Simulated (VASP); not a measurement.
Crystal: AlCu5.

```
CELL_PARAMETERS angstrom
4.89421 0.00000 0.00000
-2.44711 4.23851 0.00000
0.00000 0.00000 4.42166
ATOMIC_POSITIONS crystal
Al 0.00000 0.00000 0.50000
Cu 0.66053 0.00000 0.00000
Cu 0.00000 0.66053 0.00000
Cu 0.33947 0.33947 0.00000
Cu 0.33333 0.66667 0.50000
Cu 0.66667 0.33333 0.50000
```

| Quantity | Value |
| --- | --- |
| Program | VASP 6.6.1 |
| Task | relaxation of cell and atoms |
| Functional | PBE |
| Potentials or basis | VASP PAW PBE potentials, release 64 (Al, Cu) |
| Cutoff | 600 eV |
| k mesh | 6 × 6 × 4 |
| Occupations | gaussian, width 0.1 eV |
| Spin | no spin polarisation |

At the start: pressure -16.5 GPa; volume 15.29 Å³/atom.

How do energy, volume and symmetry change on relaxing?

Over 14 steps the energy falls by 191.8 meV/atom and the volume is 12.36 Å³/atom (-19.1 %); space group P-62m (No. 189, to 0.05 Å).

Step by step:
| step | energy change (eV) | largest force (eV/Å) | pressure (GPa) | volume (Å³) |
| --- | --- | --- | --- | --- |
| 1 | 0.0000 | 0.1056 | -16.51 | 91.72 |
| 2 | -0.0618 | 0.1128 | 9.49 | 72.36 |
| 3 | -0.7837 | 0.1256 | -11.11 | 82.86 |
| 4 | -1.0843 | 0.1453 | -3.74 | 76.68 |
| 5 | -1.1082 | 0.1511 | -1.73 | 75.36 |
| 6 | -1.1144 | 0.1557 | -0.07 | 74.39 |
| 7 | -1.1143 | 0.1571 | 0.52 | 74.07 |
| 8 | -1.1366 | 0.1149 | 0.49 | 73.93 |
| 9 | -1.1229 | 0.0772 | 1.52 | 73.42 |
| 10 | -1.1490 | 0.0619 | 0.67 | 73.76 |
| 11 | -1.1497 | 0.0411 | 0.84 | 73.71 |
| 12 | -1.1497 | 0.0450 | 0.78 | 73.72 |
| 13 | -1.1502 | 0.0220 | -0.65 | 74.51 |
| 14 | -1.1509 | 0.0323 | -0.02 | 74.16 |

Final structure:
```xyz
6
Lattice="4.4906 0.0000 0.0000 -2.2453 3.8890 0.0000 0.0000 0.0000 4.2465" Properties=species:S:1:pos:R:3 pbc="T T T"
Al    0.0000    0.0000    2.1232
Cu    0.7440    3.8890    4.2465
Cu    2.9960    2.5888    0.0000
Cu    0.7507    1.3002    0.0000
Cu    0.0000    2.5927    2.1232
Cu    2.2453    1.2963    2.1232
```

Caveat: the volume moved by over 15 % at a fixed basis, so the end points are rough.
